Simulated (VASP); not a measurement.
Runs of VASP 6.6.1 on ZnS3. The structure is that of space group P4/mmm (No. 123), or close to it. The cells are those of the table. The cell was generated, and may not be a known phase.

```tsv
task	cell	k mesh	cutoff (eV)	gap on the mesh (eV)	pressure (GPa)	relaxed volume (Å³/atom)
single point	a = 4.854, b = 4.854, c = 4.238 Å, 4 atoms	4 × 4 × 4	520	none	-11.7	-
single point	a = 4.854, b = 4.854, c = 2.767 Å, 4 atoms	4 × 4 × 6	520	none	0.0	-
relaxation of cell and atoms	relaxed from a = 4.854, b = 4.854, c = 2.767 Å, 4 atoms	10 × 10 × 16	600	none	0.0	16.08
relaxation of cell and atoms	relaxed from a = 4.886, b = 4.886, c = 2.678 Å, 4 atoms	4 × 4 × 6	600	none	-0.1	(a)
single point	a = 4.886, b = 4.886, c = 2.678 Å, 4 atoms	4 × 4 × 4	520	none	0.0	-
```

Alike in all rows: level PBE; potentials or basis VASP PAW PBE potentials, release 64 (Zn, S); no spin polarisation; smearing gaussian 0.1 eV.

Q: Fill in the values left out.

A: (a) 16.33.

Caveats: some runs use coarse meshes; semilocal functionals underestimate gaps, and a narrow one can read as zero (at least some runs).

A gap of «none» marks levels without a gap at the run's occupations.
